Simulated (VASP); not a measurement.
# LuGe3O (P4/mmm) in VASP: further runs

LuGe3O is run at these levels: PBE; tasks: single point.

All numbers are computed with VASP 6.6.1; they aren't measurements. Logs are shortened: lines on timing, memory, paths and dates and some standing lists are left out, and cuts for length are marked.

## (1) The cell of the first run

The structure is tetragonal, space group P4/mmm (No. 123). Conventional cell: a = 3.189 Å, b = 3.189 Å, c = 9.069 Å, α = 90.00°, β = 90.00°, γ = 90.00°. Within 3.0 Å of Lu (site symmetry 4/mmm) lie 4 O at 2.26 Å. Ge (site symmetry 4mm) has 1 O at 2.76 Å and 9 Ge at 2.87 to 3.56 Å and 4 Lu at 3.56 Å within 3.6 Å. Ge (site symmetry 4/mmm) has 12 Ge at 2.87 to 3.19 Å within 3.8 Å. Within 3.0 Å of O (site symmetry 4/mmm) lie 4 Lu at 2.26 Å and 2 Ge at 2.76 Å.

## (2) Single point, PBE

INCAR reads:

```
SYSTEM = LuGe3O
ALGO = Normal
EDIFF = 1E-6
ENCUT = 520
GGA = PE
ISIF = 2
ISMEAR = 0
LASPH = .TRUE.
LCHARG = .FALSE.
LREAL = .FALSE.
LWAVE = .FALSE.
NBANDS = 44
NELM = 80
PREC = Accurate
SIGMA = 0.1
```

KPOINTS reads:

```
k-points
0
G
  4 4 4
  0 0 0
```

POSCAR reads:

```
LuGe3O
1.0
    3.1890626350      0.0000000000      0.0000000000
    0.0000000000      3.1890626350      0.0000000000
    0.0000000000      0.0000000000      9.0688874591
Lu Ge O
1 3 1
Direct
    0.0000000000      0.0000000000      0.0000000000
    0.5000000000      0.5000000000      0.3039415116
    0.5000000000      0.5000000000      0.6960584884
    0.0000000000      0.0000000000      0.5000000000
    0.5000000000      0.5000000000      0.0000000000
```

Potentials or basis: VASP PAW PBE potentials, release 64 (Lu, Ge_d, O).

Started as:

```sh
cat potpaw_PBE.64/Lu/POTCAR potpaw_PBE.64/Ge_d/POTCAR potpaw_PBE.64/O/POTCAR > POTCAR
mpirun -np 1 vasp_std > vasp.out
```

OUTCAR:

```text
SYSTEM = LuGe3O
   EDIFF = 1E-6
   ENCUT = 520
   GGA = PE
   ISIF = 2
   ISMEAR = 0
   LASPH = .TRUE.
   LREAL = .FALSE.
   NELM = 80
   PREC = Accurate

 ion  position               nearest neighbor table
   1  0.000  0.000  0.000-   5 2.26   5 2.26   5 2.26   5 2.26
   2  0.500  0.500  0.304-   4 2.87   4 2.87   4 2.87   4 2.87
   3  0.500  0.500  0.696-   4 2.87   4 2.87   4 2.87   4 2.87
   4  0.000  0.000  0.500-   2 2.87   3 2.87   2 2.87   3 2.87   2 2.87   3 2.87   2 2.87   3 2.87

   5  0.500  0.500  0.000-   1 2.26   1 2.26   1 2.26   1 2.26

  LATTYP: Found a simple tetragonal cell.
 ALAT       =     3.1890626350
 C/A-ratio  =     2.8437470495

  Lattice vectors:

 A1 = (   3.1890626350,   0.0000000000,   0.0000000000)
 A2 = (   0.0000000000,   3.1890626350,   0.0000000000)
 A3 = (   0.0000000000,   0.0000000000,   9.0688874591)

Analysis of symmetry for initial positions (statically):
=====================================================================
 Subroutine PRICEL returns:
 Original cell was already a primitive cell.

 Routine SETGRP: Setting up the symmetry group for a
 simple tetragonal supercell.

 Subroutine GETGRP returns: Found 16 space group operations
 (whereof 16 operations were pure point group operations)
 out of a pool of 16 trial point group operations.

The static configuration has the point symmetry D_4h.

Analysis of symmetry for dynamics (positions and initial velocities):
=====================================================================
 Subroutine PRICEL returns:
 Original cell was already a primitive cell.

 Routine SETGRP: Setting up the symmetry group for a
 simple tetragonal supercell.

 Subroutine GETGRP returns: Found 16 space group operations
 (whereof 16 operations were pure point group operations)
 out of a pool of 16 trial point group operations.

The dynamic configuration has the point symmetry D_4h.

 Subroutine INISYM returns: Found 16 space group operations
 (whereof 16 operations are pure point group operations),
 and found     1 'primitive' translations

----------------------------------------------------------------------------------------

                                     Primitive cell

[... 86 lines left out ...]
   LASPH  =      T    aspherical Exc in radial PAW
   ENCUT  =  520.0 eV  38.22 Ry    6.18 a.u.   5.93  5.93 16.86*2*pi/ulx,y,z
   NELM   =     80;   NELMIN=  2; NELMDL= -5     # of ELM steps
   EDIFF  = 0.1E-05   stopping-criterion for ELM
   LREAL  =      F    real-space projection
   EDIFFG = 0.1E-04   stopping-criterion for IOM
   NSW    =      0    number of steps for IOM
   IBRION =     -1    ionic relax: 0-MD 1-quasi-New 2-CG
   NFREE  =      0    steps in history (QN), initial steepest desc. (CG)
   ISIF   =      2    stress and relaxation
   ISYM   =      2    0-nonsym 1-usesym 2-fastsym
   POTIM  = 0.5000    time-step for ionic-motion
   TEBEG  =    0.0;   TEEND  =   0.0 temperature during run
   PSTRESS=    0.0 pullay stress
   NELECT =      73.0000    total number of electrons
   NUPDOWN=      -1.0000    fix difference up-down
   EMIN   =  10.00;   EMAX   =-10.00  energy-range for DOS
   EFERMI =   0.00;   METHOD = LEGACY
   ISMEAR =     0;   SIGMA  =   0.10  broadening in eV -4-tet -1-fermi 0-gaus
   EFERMI_NEDOS =   21; number of points for ismear=-14 and -15
   IALGO  =     38    algorithm
   IMIX   =      4    mixing-type and parameters
     AMIX     =   0.40;   BMIX     =  1.00
     AMIX_MAG =   1.60;   BMIX_MAG =  1.00
  volume/ion in A,a.u.               =      18.45       124.48
  Fermi-wavevector in a.u.,A,eV,Ry     =   1.514337  2.861681 31.201088  2.293215
  Thomas-Fermi vector in A             =   2.624008
   LORBIT       =      0    0 simple, 1 ext, 2 COOP (PROOUT), +10 PAW based schemes
   GGA     = PE    functional components
   LHFCALC =     F    Hartree Fock is set to
   AEXX    =    0.0000 exact exchange contribution
   IVDW    =     0    specifies the selected vdW correction
   LEPSILON=     F    determine dielectric tensor
   LRPA    =     F    only Hartree local field effects (RPA)
 non-spin polarized calculation
 Gauss-broadening in eV      SIGMA  =   0.10
  energy-cutoff  :      520.00
  volume of cell :       92.23
 maximum number of plane-waves:      2528
 NGX is ok and might be reduce to    24
   NGX = 11   NGY = 11   NGZ = 33

 number of electron      72.9999966 magnetization

 Free energy of the ion-electron system (eV)
  ---------------------------------------------------
  ext. energy  EPLUGINS =         0.00000000
  ---------------------------------------------------
  free energy    TOTEN  =       -27.07180192 eV

  energy without entropy =      -27.05866796  energy(sigma->0) =      -27.06523494

 E-fermi :   5.4809     XC(G=0): -11.0960

 val. band max:        5.3679704215   @ k =   0.5000   0.5000   0.2500
 cond. band min:       5.5078417823   @ k =   0.5000   0.2500   0.0000
 fundamental gap:      0.1398713608
 Fermi energy:         5.4808529960

 k-point     1 :       0.0000    0.0000    0.0000
  band No.  band energies     occupation
      1     -51.4276      2.00000
      2     -22.2476      2.00000
      3     -21.8852      2.00000
      4     -21.8852      2.00000
      5     -19.4097      2.00000
      6     -19.3593      2.00000
[... 835 lines left out ...]
     43       8.2104      0.00000
     44       9.2087      0.00000

------------------------ aborting loop because EDIFF is reached ----------------------------------------

  FORCE on cell =-STRESS in cart. coord.  units (eV):
  Direction    XX          YY          ZZ          XY          YZ          ZX
  --------------------------------------------------------------------------------------
  -------------------------------------------------------------------------------------
  Total        0.1673991      0.1673991      0.1524526      0.0000000      0.0000000      0.0000000
  in kB        2.9079271      2.9079271      2.6482886      0.0000000      0.0000000      0.0000000
  external PRESSURE =       2.8213810 kB  Pullay stress =       0.0000000 kB

 VOLUME and BASIS-vectors are now :
 -----------------------------------------------------------------------------
  energy-cutoff  :      520.00
  volume of cell :       92.23
      direct lattice vectors                 reciprocal lattice vectors
     3.189062635  0.000000000  0.000000000     0.313571765  0.000000000  0.000000000
     0.000000000  3.189062635  0.000000000     0.000000000  0.313571765  0.000000000
     0.000000000  0.000000000  9.068887459     0.000000000  0.000000000  0.110267109

 POSITION                                       TOTAL-FORCE (eV/Angst)
 -----------------------------------------------------------------------------------
      0.00000      0.00000      0.00000        -0.000000     -0.000000      0.000000
      1.59453      1.59453      2.75641        -0.000000      0.000000     -0.003479
      1.59453      1.59453      6.31248         0.000000      0.000000      0.003479
      0.00000      0.00000      4.53444        -0.000000     -0.000000      0.000000
      1.59453      1.59453      0.00000        -0.000000     -0.000000      0.000000
 -----------------------------------------------------------------------------------
    total drift:                                0.000000     -0.000000      0.000000

  FREE ENERGIE OF THE ION-ELECTRON SYSTEM (eV)
  ---------------------------------------------------
  free  energy   TOTEN  =       -27.0718019172 eV

  energy  without entropy=      -27.0586679574  energy(sigma->0) =      -27.06523494
```

stdout:

```text
POSCAR found type information on POSCAR LuGeO
 POSCAR found :  3 types and       5 ions
 scaLAPACK will be used
 LDA part: xc-table for (Slater+PW92), standard interpolation
 POSCAR, INCAR and KPOINTS ok, starting setup
 FFT: planning ... GRIDC
 FFT: planning ... GRID_SOFT
 FFT: planning ... GRID
 WAVECAR not read
 entering main loop
```

It took 57 s on 1 thread of Intel Xeon 6975P-C (Granite Rapids), shared host; peak memory 0.23 GiB.

What came out:

```yaml
Free_energy: -27.0718 eV
Pressure: 0.3 GPa
Largest_force: 0.003 eV/Å
```

Forces in eV/Å, atoms in the order of the input:
```
Lu   0.000  0.000  0.000
Ge   0.000  0.000 -0.003
Ge   0.000  0.000  0.003
Ge   0.000  0.000  0.000
O    0.000  0.000  0.000
```

Levels at points of the mesh, in eV from the Fermi level:
| k point | band 34 | band 35 | band 36 | band 37 | band 38 | band 39 |
| --- | --- | --- | --- | --- | --- | --- |
| (0.00, 0.00, 0.00) | -0.80 | -0.62 | 0.23 | 1.33 | 1.33 | 2.95 |
| (0.50, 0.00, 0.00) | -4.62 | -3.12 | -1.78 | 1.51 | 2.53 | 3.61 |
| (0.50, 0.50, 0.00) | -4.20 | -3.74 | -2.20 | -2.20 | 0.06 | 0.13 |
| (0.00, 0.00, 0.50) | -2.77 | -0.80 | 1.24 | 1.24 | 2.03 | 3.20 |
| (0.50, 0.00, 0.50) | -4.66 | -1.91 | -1.30 | 0.72 | 0.99 | 3.18 |
| (0.50, 0.50, 0.50) | -4.40 | -4.21 | -1.64 | -1.64 | -0.24 | -0.24 |

Caveat: the k points lie up to 0.49 Å⁻¹ apart; spin-orbit coupling is left out, which moves the levels of the heavy elements; an odd number of electrons without spin polarisation forces a metal; a magnetic or distorted state may lie lower.

## (3) Single point, PBE

This run uses another cell than the first one, of 19.00 Å³/atom, 1.030 times its volume.

INCAR reads:

```
  ALGO = Normal
  EDIFF = 1E-6
  ENCUT = 520
  GGA = PE
  ISIF = 2
  ISMEAR = 0
  LASPH = True
  LCHARG = False
  LREAL = False
  LWAVE = False
  NBANDS = 44
  NELM = 100
  PREC = Accurate
  SIGMA = 0.1
```

KPOINTS reads:

```
k-points
0
Gamma
  4 4 4
```

POSCAR reads:

```
LuGe3O
1.0
    3.8139084400      0.0000000000      0.0000000000
    0.0000000000      3.8139084400      0.0000000000
    0.0000000000      0.0000000000      6.5307976800
Lu Ge O
1 3 1
Direct
    0.0000000000      0.0000000000      0.0000000000
    0.5000000000      0.5000000000      0.3206239200
    0.5000000000      0.5000000000      0.6793760800
    0.0000000000      0.0000000000      0.5000000000
    0.5000000000      0.5000000000      0.0000000000
```

Potentials or basis: VASP PAW PBE potentials, release 64 (Lu, Ge_d, O).

Started as:

```sh
cat potpaw_PBE.64/Lu/POTCAR potpaw_PBE.64/Ge_d/POTCAR potpaw_PBE.64/O/POTCAR > POTCAR
mpirun -np 1 vasp_std > vasp.out
```

OUTCAR:

```text
EDIFF = 1E-6
   ENCUT = 520
   GGA = PE
   ISIF = 2
   ISMEAR = 0
   LASPH = True
   LREAL = False
   NELM = 100
   PREC = Accurate

 ion  position               nearest neighbor table
   1  0.000  0.000  0.000-   5 2.70   5 2.70   5 2.70   5 2.70   4 3.27   4 3.27
   2  0.500  0.500  0.321-   5 2.09   3 2.34
   3  0.500  0.500  0.679-   5 2.09   2 2.34
   4  0.000  0.000  0.500-   1 3.27   1 3.27
   5  0.500  0.500  0.000-   2 2.09   3 2.09   1 2.70   1 2.70   1 2.70   1 2.70

  LATTYP: Found a simple tetragonal cell.
 ALAT       =     3.8139084400
 C/A-ratio  =     1.7123635197

  Lattice vectors:

 A1 = (   3.8139084400,   0.0000000000,   0.0000000000)
 A2 = (   0.0000000000,   3.8139084400,   0.0000000000)
 A3 = (   0.0000000000,   0.0000000000,   6.5307976800)

Analysis of symmetry for initial positions (statically):
=====================================================================
 Subroutine PRICEL returns:
 Original cell was already a primitive cell.

 Routine SETGRP: Setting up the symmetry group for a
 simple tetragonal supercell.

 Subroutine GETGRP returns: Found 16 space group operations
 (whereof 16 operations were pure point group operations)
 out of a pool of 16 trial point group operations.

The static configuration has the point symmetry D_4h.

Analysis of symmetry for dynamics (positions and initial velocities):
=====================================================================
 Subroutine PRICEL returns:
 Original cell was already a primitive cell.

 Routine SETGRP: Setting up the symmetry group for a
 simple tetragonal supercell.

 Subroutine GETGRP returns: Found 16 space group operations
 (whereof 16 operations were pure point group operations)
 out of a pool of 16 trial point group operations.

The dynamic configuration has the point symmetry D_4h.

[... 114 lines left out ...]
   IALGO  =     38    algorithm
   IMIX   =      4    mixing-type and parameters
     AMIX     =   0.40;   BMIX     =  1.00
     AMIX_MAG =   1.60;   BMIX_MAG =  1.00
  volume/ion in A,a.u.               =      19.00       128.21
  Fermi-wavevector in a.u.,A,eV,Ry     =   1.499501  2.833647 30.592759  2.248504
  Thomas-Fermi vector in A             =   2.611123
   LORBIT       =      0    0 simple, 1 ext, 2 COOP (PROOUT), +10 PAW based schemes
   GGA     = PE    functional components
   LHFCALC =     F    Hartree Fock is set to
   AEXX    =    0.0000 exact exchange contribution
   IVDW    =     0    specifies the selected vdW correction
   LEPSILON=     F    determine dielectric tensor
   LRPA    =     F    only Hartree local field effects (RPA)
 non-spin polarized calculation
 Gauss-broadening in eV      SIGMA  =   0.10
  energy-cutoff  :      520.00
  volume of cell :       95.00
 maximum number of plane-waves:      2588
   NGX = 15   NGY = 15   NGZ = 25

 number of electron      72.9999993 magnetization

 Free energy of the ion-electron system (eV)
  ---------------------------------------------------
  ext. energy  EPLUGINS =         0.00000000
  ---------------------------------------------------
  free energy    TOTEN  =       -24.99895243 eV

  energy without entropy =      -24.98803971  energy(sigma->0) =      -24.99349607

 E-fermi :   5.3497     XC(G=0): -10.9628

 val. band max:        5.2786672665   @ k =   0.5000   0.2500   0.0000
 cond. band min:       5.3499773343   @ k =   0.5000   0.2500   0.2500
 fundamental gap:      0.0713100678
 Fermi energy:         5.3496551070

 k-point     1 :       0.0000    0.0000    0.0000
  band No.  band energies     occupation
      1     -52.2975      2.00000
      2     -22.9068      2.00000
      3     -22.9068      2.00000
      4     -22.8508      2.00000
      5     -19.5642      2.00000
      6     -19.3801      2.00000
[... 835 lines left out ...]
     43       9.4628      0.00000
     44       9.7075      0.00000

------------------------ aborting loop because EDIFF is reached ----------------------------------------

  FORCE on cell =-STRESS in cart. coord.  units (eV):
  Direction    XX          YY          ZZ          XY          YZ          ZX
  --------------------------------------------------------------------------------------
  -------------------------------------------------------------------------------------
  Total       -4.6541283     -4.6541283      6.1120985      0.0000000      0.0000000     -0.0000000
  in kB      -78.4950326    -78.4950326    103.0846905      0.0000000      0.0000000     -0.0000000
  external PRESSURE =     -17.9684582 kB  Pullay stress =       0.0000000 kB

 VOLUME and BASIS-vectors are now :
 -----------------------------------------------------------------------------
  energy-cutoff  :      520.00
  volume of cell :       95.00
      direct lattice vectors                 reciprocal lattice vectors
     3.813908440  0.000000000  0.000000000     0.262198219  0.000000000  0.000000000
     0.000000000  3.813908440  0.000000000     0.000000000  0.262198219  0.000000000
     0.000000000  0.000000000  6.530797680     0.000000000  0.000000000  0.153120652

 POSITION                                       TOTAL-FORCE (eV/Angst)
 -----------------------------------------------------------------------------------
      0.00000      0.00000      0.00000         0.000000      0.000000      0.000000
      1.90695      1.90695      2.09393         0.000000      0.000000     -1.520826
      1.90695      1.90695      4.43687         0.000000     -0.000000      1.520826
      0.00000      0.00000      3.26540         0.000000      0.000000      0.000000
      1.90695      1.90695      0.00000         0.000000      0.000000      0.000000
 -----------------------------------------------------------------------------------
    total drift:                                0.000000      0.000000      0.000000

  FREE ENERGIE OF THE ION-ELECTRON SYSTEM (eV)
  ---------------------------------------------------
  free  energy   TOTEN  =       -24.9989524322 eV

  energy  without entropy=      -24.9880397121  energy(sigma->0) =      -24.99349607
```

stdout:

```text
POSCAR found type information on POSCAR LuGeO
 POSCAR found :  3 types and       5 ions
 scaLAPACK will be used
 LDA part: xc-table for (Slater+PW92), standard interpolation
 POSCAR, INCAR and KPOINTS ok, starting setup
 FFT: planning ... GRIDC
 FFT: planning ... GRID_SOFT
 FFT: planning ... GRID
 WAVECAR not read
 entering main loop
```

Wall time 49 s (1 thread of Intel Xeon 6975P-C (Granite Rapids), shared host); peak memory 0.23 GiB.

Results:

```yaml
Free_energy: -24.9990 eV
Pressure: -1.8 GPa
Largest_force: 1.521 eV/Å
```

Forces in eV/Å, atoms in the order of the input:
```
Lu   0.000  0.000  0.000
Ge   0.000  0.000 -1.521
Ge   0.000  0.000  1.521
Ge   0.000  0.000  0.000
O    0.000  0.000  0.000
```

Caveat: the k points lie up to 0.41 Å⁻¹ apart; spin-orbit coupling is left out, which moves the levels of the heavy elements; an odd number of electrons without spin polarisation forces a metal; a magnetic or distorted state may lie lower.

(Continued in part 2 of 2.)
